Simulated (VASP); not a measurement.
Set up this calculation in VASP 6.6.1, as the native input.

| Quantity | Value |
| --- | --- |
| Task | density of states |
| Functional | PBE |
| Potentials or basis | VASP PAW PBE potentials, release 64 (Pb_d, Te) |
| Cutoff | 520 eV |
| k mesh | 6 × 6 × 6 |
| Occupations | gaussian, width 0.05 eV |
| Spin | non-collinear spin, zero start, spin-orbit coupling |
| Starting moments | [[0.0, 0.0, 0.0], [0.0, 0.0, 0.0]] μB |
| Dipole correction | no |
| k mesh for the DOS | 9 × 9 × 9 |
| Occupations for the DOS | tetrahedron |
| Further INCAR settings | ALGO = Normal; EDIFF = 1e-06 |

Crystal: TePb.

```xyz
2
Lattice="0.0000 3.2804 3.2804 3.2804 0.0000 3.2804 3.2804 3.2804 0.0000" Properties=species:S:1:pos:R:3 pbc="T T T"
Pb    3.2804    3.2804    3.2804
Te    0.0000    0.0000    0.0000
```

The input as run:

POSCAR

```
TePb
1.0
    0.0000000000      3.2803826274      3.2803826274
    3.2803826274      0.0000000000      3.2803826274
    3.2803826274      3.2803826274      0.0000000000
Pb Te
1 1
Direct
    0.5000000000      0.5000000000      0.5000000000
    0.0000000000      0.0000000000      0.0000000000
```

INCAR.step1

```
  PREC = Accurate
  ENCUT = 520
  EDIFF = 1E-6
  ISMEAR = 0
  SIGMA = 0.05
  LREAL = F
  LASPH = T
  NELM = 150
  ALGO = Normal
  ISIF = 2
  LWAVE = F
  LCHARG = T
  MAGMOM = 0 0 0 0 0 0
  LSORBIT = T
  GGA_COMPAT = F
  LORBMOM = T
  GGA = PE
  NBANDS = 32
```

KPOINTS.step1

```
Automatic mesh
0
Gamma
  6 6 6
```

INCAR.step2

```
  PREC = Accurate
  ENCUT = 520
  EDIFF = 1E-6
  ISMEAR = -5
  SIGMA = 0.05
  LREAL = F
  LASPH = T
  NELM = 150
  ALGO = Normal
  ISIF = 2
  LWAVE = F
  LCHARG = F
  MAGMOM = 0 0 0 0 0 0
  LORBIT = 10
  LSORBIT = T
  GGA_COMPAT = F
  LORBMOM = T
  GGA = PE
  NEDOS = 2001
  ICHARG = 11
```

KPOINTS.step2

```
Automatic mesh
0
Gamma
  9 9 9
```

Potentials or basis: VASP PAW PBE potentials, release 64 (Pb_d, Te).

Launch:

```sh
$ cat potpaw_PBE.64/Pb_d/POTCAR potpaw_PBE.64/Te/POTCAR > POTCAR
$ cp INCAR.step1 INCAR
$ cp KPOINTS.step1 KPOINTS
$ mpirun -np 1 vasp_ncl > vasp.out
$ cp INCAR.step2 INCAR
$ cp KPOINTS.step2 KPOINTS
$ mpirun -np 1 vasp_ncl > vasp.out
```

Results of the run:

The net moment is 0.00 μB per cell. The valence electrons inside the program's atomic spheres are Pb 11.87; Te 3.37.

It took 110 s on 1 thread of Intel(R) Xeon(R) 6975P-C (Granite Rapids), on a shared host, peak memory 0.42 GiB.
